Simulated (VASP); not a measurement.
# AlHCl2 (P-3m1) in VASP: single point with PBE

Aim: the single point of AlHCl2 with PBE.

Program: VASP 6.6.1. These are calculated values, not measurements. Logs are shortened: lines on timing, memory, paths and dates and some standing lists are left out, and cuts for length are marked.

### 1 The cell of the first run

Symmetry: P-3m1, No. 164, trigonal system. The conventional cell has a = 3.754 Å, b = 3.754 Å, c = 6.122 Å, α = 90.00°, β = 90.00°, γ = 120.00°. Al (site symmetry -3m) has 6 Cl at 2.70 Å and 2 H at 3.06 Å within 3.6 Å. Within 3.4 Å of H (site symmetry -3m) lie 6 Cl at 2.60 Å and 2 Al at 3.06 Å. Cl (site symmetry 3m) has 3 H at 2.60 Å and 3 Al at 2.70 Å within 3.4 Å.

### 2 Single point, PBE

INCAR

```
ALGO     = Normal         # electronic algorithm
EDIFF    = 1E-7           # SCF threshold, eV
ENCUT    = 520            # plane-wave cutoff, eV
GGA      = PE             # functional
ISIF     = 2              # what is computed and relaxed
ISMEAR   = 0              # smearing method
LASPH    = T              # aspherical terms in the spheres
LCHARG   = F              # write CHGCAR
LREAL    = F              # projectors in reciprocal space
LWAVE    = F              # write WAVECAR
NBANDS   = 17             # bands
NELM     = 100            # most SCF steps
PREC     = Accurate       # precision mode
SIGMA    = 0.1            # smearing width, eV
```

KPOINTS

```
k-points
0
Gamma
  6 6 4
```

POSCAR

```
AlHCl2
1.0
    3.7542942700      0.0000000000      0.0000000000
   -1.8771471300      3.2513142100      0.0000000000
    0.0000000000      0.0000000000      6.1222988800
Al H Cl
1 1 2
Direct
    0.0000000000      0.0000000000      0.0000000000
    0.0000000000      0.0000000000      0.5000000000
    0.6666666700      0.3333333300      0.2642000000
    0.3333333300      0.6666666700      0.7358000000
```

Potentials or basis: VASP PAW PBE potentials, release 64 (Al, H, Cl).

On the command line:

```
cat potpaw_PBE.64/Al/POTCAR potpaw_PBE.64/H/POTCAR potpaw_PBE.64/Cl/POTCAR > POTCAR
mpirun -np 1 vasp_std > vasp.out
```

OUTCAR:

```text
EDIFF = 1E-7
   ENCUT = 520
   GGA = PE
   ISIF = 2
   ISMEAR = 0
   LASPH = T
   LREAL = F
   NELM = 100
   PREC = Accurate

 ion  position               nearest neighbor table
   1  0.000  0.000  0.000-   3 2.70   4 2.70   4 2.70   3 2.70   3 2.70   4 2.70
   2  0.000  0.000  0.500-
   3  0.667  0.333  0.264-   1 2.70   1 2.70   1 2.70
   4  0.333  0.667  0.736-   1 2.70   1 2.70   1 2.70

  LATTYP: Found a hexagonal cell.
 ALAT       =     3.7542942700
 C/A-ratio  =     1.6307456048

  Lattice vectors:

 A1 = (   3.7542942700,   0.0000000000,   0.0000000000)
 A2 = (  -1.8771471300,   3.2513142100,   0.0000000000)
 A3 = (   0.0000000000,   0.0000000000,   6.1222988800)

Analysis of symmetry for initial positions (statically):
=====================================================================
 Subroutine PRICEL returns:
 Original cell was already a primitive cell.

 Routine SETGRP: Setting up the symmetry group for a
 hexagonal supercell.

 Subroutine GETGRP returns: Found 12 space group operations
 (whereof 12 operations were pure point group operations)
 out of a pool of 24 trial point group operations.

The static configuration has the point symmetry D_3d.

Analysis of symmetry for dynamics (positions and initial velocities):
=====================================================================
 Subroutine PRICEL returns:
 Original cell was already a primitive cell.

 Routine SETGRP: Setting up the symmetry group for a
 hexagonal supercell.

 Subroutine GETGRP returns: Found 12 space group operations
 (whereof 12 operations were pure point group operations)
 out of a pool of 24 trial point group operations.

The dynamic configuration has the point symmetry D_3d.

 Subroutine INISYM returns: Found 12 space group operations
 (whereof 12 operations are pure point group operations),
 and found     1 'primitive' translations

----------------------------------------------------------------------------------------

                                     Primitive cell

  volume of cell :      74.7312

  direct lattice vectors                    reciprocal lattice vectors
     3.754294270  0.000000000  0.000000000     0.266361646  0.153783967  0.000000000
    -1.877147130  3.251314210  0.000000000     0.000000000  0.307567936  0.000000000
     0.000000000  0.000000000  6.122298880     0.000000000  0.000000000  0.163337338

  length of vectors
     3.754294270  3.754294267  6.122298880     0.307567935  0.307567936  0.163337338

  position of ions in fractional coordinates (direct lattice)
     0.000000000  0.000000000  0.000000000
     0.000000000  0.000000000  0.500000000
     0.666666670  0.333333330  0.264200000
     0.333333330  0.666666670  0.735800000

  ion indices of the primitive-cell ions
   primitive index   ion index
                 1           1
                 2           2
                 3           3
                 4           4

----------------------------------------------------------------------------------------

 KPOINTS: k-points

Automatic generation of k-mesh.
 Grid dimensions read from file:
 generate k-points for:    6    6    4

 Generating k-lattice:

  Cartesian coordinates                     Fractional coordinates (reciprocal lattice)
     0.044393608  0.025630661  0.000000000     0.166666667 -0.000000000  0.000000000
     0.000000000  0.051261323  0.000000000     0.000000000  0.166666667  0.000000000
     0.000000000  0.000000000  0.040834334     0.000000000  0.000000000  0.250000000

  Length of vectors
     0.051261323  0.051261323  0.040834334

  Shift w.r.t. Gamma in fractional coordinates (k-lattice)
     0.000000000  0.000000000  0.000000000

 Subroutine IBZKPT returns following result:
 ===========================================

 Found     24 irreducible k-points:

 Following reciprocal coordinates:
            Coordinates               Weight
  0.000000  0.000000  0.000000      1.000000
  0.166667  0.000000  0.000000      6.000000
  0.333333  0.000000  0.000000      6.000000
  0.500000  0.000000  0.000000      3.000000
  0.166667  0.166667  0.000000      6.000000
  0.333333  0.166667  0.000000     12.000000
[... 16 lines left out ...]
  0.333333  0.166667  0.500000     12.000000
  0.333333  0.333333  0.500000      2.000000
   k-points           NKPTS =     24   k-points in BZ     NKDIM =     24   number of bands    NBANDS=     17
   number of dos      NEDOS =    301   number of ions     NIONS =      4
   total plane-waves  NPLWV =  37632
   dimension x,y,z NGX =    28 NGY =   28 NGZ =   48
   dimension x,y,z NGXF=    56 NGYF=   56 NGZF=   96
   ions per type =               1   1   2
   NGX,Y,Z   is equivalent  to a cutoff of  12.40, 12.40, 13.03 a.u.
   NGXF,Y,Z  is equivalent  to a cutoff of  24.80, 24.80, 26.07 a.u.
 SYSTEM =  unknown system
   PREC   = accura    normal or accurate (medium, high low for compatibility)
   ISTART =      0    job   : 0-new  1-cont  2-samecut
   ICHARG =      2    charge: 1-file 2-atom 10-const
   ISPIN  =      1    spin polarized calculation?
   LNONCOLLINEAR =      F non collinear calculations
   LSORBIT =      F    spin-orbit coupling
   LASPH  =      T    aspherical Exc in radial PAW
   ENCUT  =  520.0 eV  38.22 Ry    6.18 a.u.   6.98  6.98 11.38*2*pi/ulx,y,z
   NELM   =    100;   NELMIN=  2; NELMDL= -5     # of ELM steps
   EDIFF  = 0.1E-06   stopping-criterion for ELM
   LREAL  =      F    real-space projection
   EDIFFG = 0.1E-05   stopping-criterion for IOM
   NSW    =      0    number of steps for IOM
   IBRION =     -1    ionic relax: 0-MD 1-quasi-New 2-CG
   NFREE  =      0    steps in history (QN), initial steepest desc. (CG)
   ISIF   =      2    stress and relaxation
   ISYM   =      2    0-nonsym 1-usesym 2-fastsym
   POTIM  = 0.5000    time-step for ionic-motion
   TEBEG  =    0.0;   TEEND  =   0.0 temperature during run
   PSTRESS=    0.0 pullay stress
   NELECT =      18.0000    total number of electrons
   NUPDOWN=      -1.0000    fix difference up-down
   EMIN   =  10.00;   EMAX   =-10.00  energy-range for DOS
   EFERMI =   0.00;   METHOD = LEGACY
   ISMEAR =     0;   SIGMA  =   0.10  broadening in eV -4-tet -1-fermi 0-gaus
   EFERMI_NEDOS =   21; number of points for ismear=-14 and -15
   IALGO  =     38    algorithm
   IMIX   =      4    mixing-type and parameters
     AMIX     =   0.40;   BMIX     =  1.00
     AMIX_MAG =   1.60;   BMIX_MAG =  1.00
  volume/ion in A,a.u.               =      18.68       126.08
  Fermi-wavevector in a.u.,A,eV,Ry     =   1.018588  1.924852 14.116327  1.037521
  Thomas-Fermi vector in A             =   2.152054
   LORBIT       =      0    0 simple, 1 ext, 2 COOP (PROOUT), +10 PAW based schemes
   GGA     = PE    functional components
   LHFCALC =     F    Hartree Fock is set to
   AEXX    =    0.0000 exact exchange contribution
   IVDW    =     0    specifies the selected vdW correction
   LEPSILON=     F    determine dielectric tensor
   LRPA    =     F    only Hartree local field effects (RPA)
 non-spin polarized calculation
 Gauss-broadening in eV      SIGMA  =   0.10
  energy-cutoff  :      520.00
  volume of cell :       74.73
 maximum number of plane-waves:      2028
   NGX = 13   NGY = 13   NGZ = 23

 number of electron      18.0000001 magnetization

 Free energy of the ion-electron system (eV)
  ---------------------------------------------------
  ext. energy  EPLUGINS =         0.00000000
  ---------------------------------------------------
  free energy    TOTEN  =       -10.31672771 eV

  energy without entropy =      -10.29293826  energy(sigma->0) =      -10.30483298

 E-fermi :   3.6926     XC(G=0):  -8.8811

 val. band max:        3.6829566101   @ k =   0.3333   0.1667   0.5000
 cond. band min:       3.7255595598   @ k =   0.1667   0.1667   0.5000
 fundamental gap:      0.0426029497
 Fermi energy:         3.6925518453

 k-point     1 :       0.0000    0.0000    0.0000
  band No.  band energies     occupation
      1     -13.1574      2.00000
      2     -12.5570      2.00000
      3      -3.5466      2.00000
      4      -0.1450      2.00000
      5      -0.1450      2.00000
      6       0.0663      2.00000
[... 9 lines left out ...]
     16      11.2898      0.00000
     17      12.4477      0.00000

 k-point     2 :       0.1667    0.0000    0.0000
  band No.  band energies     occupation
      1     -13.0352      2.00000
      2     -12.5031      2.00000
      3      -3.3071      2.00000
      4      -1.2022      2.00000
      5      -0.6907      2.00000
      6      -0.3914      2.00000
[... 9 lines left out ...]
     16      11.7432      0.00000
     17      11.8728      0.00000

 k-point     3 :       0.3333    0.0000    0.0000
  band No.  band energies     occupation
      1     -12.7522      2.00000
      2     -12.4119      2.00000
      3      -3.0050      2.00000
      4      -2.1649      2.00000
      5      -1.5533      2.00000
      6      -0.7461      2.00000
[... 9 lines left out ...]
     16      13.2797      0.00000
     17      13.6201      0.00000

 k-point     4 :       0.5000    0.0000    0.0000
  band No.  band energies     occupation
      1     -12.5614      2.00000
      2     -12.4031      2.00000
      3      -3.3302      2.00000
      4      -2.0905      2.00000
      5      -1.4899      2.00000
      6      -0.8956      2.00000
[... 9 lines left out ...]
     16      14.3863      0.00000
     17      14.4981      0.00000
[... 343 lines left out ...]
      1     -12.6658      2.00000
      2     -12.6087      2.00000
      3      -2.9403      2.00000
      4      -2.0326      2.00000
      5      -0.9167      2.00000
      6      -0.8028      2.00000
[... 9 lines left out ...]
     16      11.7642      0.00000
     17      12.7307      0.00000

 k-point    23 :       0.3333    0.1667    0.5000
  band No.  band energies     occupation
      1     -12.4936      2.00000
      2     -12.4716      2.00000
      3      -3.0699      2.00000
      4      -2.5496      2.00000
      5      -1.3553      2.00000
      6      -1.2541      2.00000
[... 9 lines left out ...]
     16      12.0340      0.00000
     17      13.2266      0.00000

 k-point    24 :       0.3333    0.3333    0.5000
  band No.  band energies     occupation
      1     -12.4299      2.00000
      2     -12.4299      2.00000
      3      -2.7926      2.00000
      4      -2.1681      2.00000
      5      -2.0814      2.00000
      6      -2.0814      2.00000
[... 9 lines left out ...]
     16      11.5984      0.00000
     17      13.4836      0.00000

------------------------ aborting loop because EDIFF is reached ----------------------------------------

  FORCE on cell =-STRESS in cart. coord.  units (eV):
  Direction    XX          YY          ZZ          XY          YZ          ZX
  --------------------------------------------------------------------------------------
  -------------------------------------------------------------------------------------
  Total       -1.8309204     -1.8309204     -2.5376572     -0.0000000     -0.0000000      0.0000000
  in kB      -39.2534898    -39.2534898    -54.4053688     -0.0000001     -0.0000000      0.0000000
  external PRESSURE =     -44.3041161 kB  Pullay stress =       0.0000000 kB

 VOLUME and BASIS-vectors are now :
 -----------------------------------------------------------------------------
  energy-cutoff  :      520.00
  volume of cell :       74.73
      direct lattice vectors                 reciprocal lattice vectors
     3.754294270  0.000000000  0.000000000     0.266361646  0.153783967  0.000000000
    -1.877147130  3.251314210  0.000000000     0.000000000  0.307567936  0.000000000
     0.000000000  0.000000000  6.122298880     0.000000000  0.000000000  0.163337338

 POSITION                                       TOTAL-FORCE (eV/Angst)
 -----------------------------------------------------------------------------------
      0.00000      0.00000      0.00000         0.000000      0.000000      0.000000
      0.00000      0.00000      3.06115         0.000000      0.000000      0.000000
      1.87715      1.08377      1.61751        -0.000000      0.000000     -1.038653
     -0.00000      2.16754      4.50479        -0.000000     -0.000000      1.038653
 -----------------------------------------------------------------------------------
    total drift:                                0.000000     -0.000000      0.000000

  FREE ENERGIE OF THE ION-ELECTRON SYSTEM (eV)
  ---------------------------------------------------
  free  energy   TOTEN  =       -10.3167277084 eV

  energy  without entropy=      -10.2929382565  energy(sigma->0) =      -10.30483298
```

Wall time 55 s (1 thread of Intel Xeon 6975P-C, shared host); peak memory 0.19 GiB.

What came out:

```yaml
Free_energy: -10.3167 eV
Pressure: -4.4 GPa
Largest_force: 1.039 eV/Å
Band_gap_on_the_k_mesh: zero (band 9 reaches 3.91 eV, above the bottom of band 10 at 3.29 eV)
```

Forces on the atoms (eV/Å):
```
Al   0.000  0.000  0.000
H    0.000  0.000  0.000
Cl   0.000  0.000 -1.039
Cl   0.000  0.000  1.039
```

Levels at points of the mesh, in eV from the Fermi level:
| k point | band 7 | band 8 | band 9 | band 10 | band 11 | band 12 |
| --- | --- | --- | --- | --- | --- | --- |
| (0.00, 0.00, 0.00) | -3.61 | -3.61 | -2.22 | 1.91 | 2.30 | 4.54 |
| (0.50, 0.00, 0.00) | -4.52 | -3.83 | -0.63 | 0.37 | 2.41 | 4.24 |
| (0.00, 0.00, 0.50) | -3.72 | -3.72 | -0.35 | 0.05 | 3.85 | 4.39 |
| (0.50, 0.00, 0.50) | -4.18 | -4.12 | -0.47 | -0.41 | 3.44 | 4.15 |

Caveat: forces of over 1 eV/Å act on the atoms, so gaps and moduli don't describe the material at rest.
